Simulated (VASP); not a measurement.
Write the native input for VASP 6.6.1 that does the following.

```yaml
Task: single point
Functional: PBE
Potentials_or_basis: VASP PAW PBE potentials, release 64 (Li_sv, Ca_sv, N)
Cutoff: 520 eV
k_mesh: 6 × 6 × 4
Occupations: gaussian, width 0.1 eV
Spin: no spin polarisation
Dipole_correction: no
Further_INCAR_settings: ALGO = Normal; EDIFF = 1e-07; NBANDS = 29
```

The structure of Li6CaN2 lies in POSCAR:

```
Li6CaN2
1.0
    5.4291382537      0.0000000000      0.0000000000
   -2.7145691268      4.7017716483      0.0000000000
    0.0000000000      0.0000000000      5.1284434390
Li Ca N
6 1 2
Direct
    0.0039220438      0.5038982763      0.2621729250
    0.4961017237      0.5000237675      0.2621729250
    0.4999762325      0.9960779562      0.2621729250
    0.0039220438      0.5000237675      0.7378270750
    0.4999762325      0.5038982763      0.7378270750
    0.4961017237      0.9960779562      0.7378270750
    0.0000000000      0.0000000000      0.0000000000
    0.3333333333      0.6666666667      0.5000000000
    0.6666666667      0.3333333333      0.0000000000
```

The cell was built from a structure type or drawn by symmetry, and may not be a known phase.

These files were run (other wordings do the same):

INCAR

```
SYSTEM = Li6CaN2
PREC = Accurate
ENCUT = 520
EDIFF = 1E-7
ISMEAR = 0
SIGMA = 0.1
LREAL = .FALSE.
LASPH = .TRUE.
NELM = 80
ALGO = Normal
ISIF = 2
LWAVE = .FALSE.
LCHARG = .TRUE.
GGA = PE
LELF = .TRUE.
LVHAR = .TRUE.
NBANDS = 29
```

KPOINTS

```
regular mesh
0
G
  6 6 4
  0 0 0
```

Potentials or basis: VASP PAW PBE potentials, release 64 (Li_sv, Ca_sv, N).

The run is started by

```bash
$ cat potpaw_PBE.64/Li_sv/POTCAR potpaw_PBE.64/Ca_sv/POTCAR potpaw_PBE.64/N/POTCAR > POTCAR
$ mpirun -np 1 vasp_std > vasp.out
```

Results of the run:

```json
{"Largest force": "0.029 eV/Å", "Band gap on the k mesh": "zero (bands 19 and 20 overlap by 1.74 eV)"}
```

It took 2 min on 1 thread of Intel(R) Xeon(R) Platinum 8375C CPU @ 2.90GHz (Ice Lake), with other jobs on the host, peak memory 0.28 GiB.
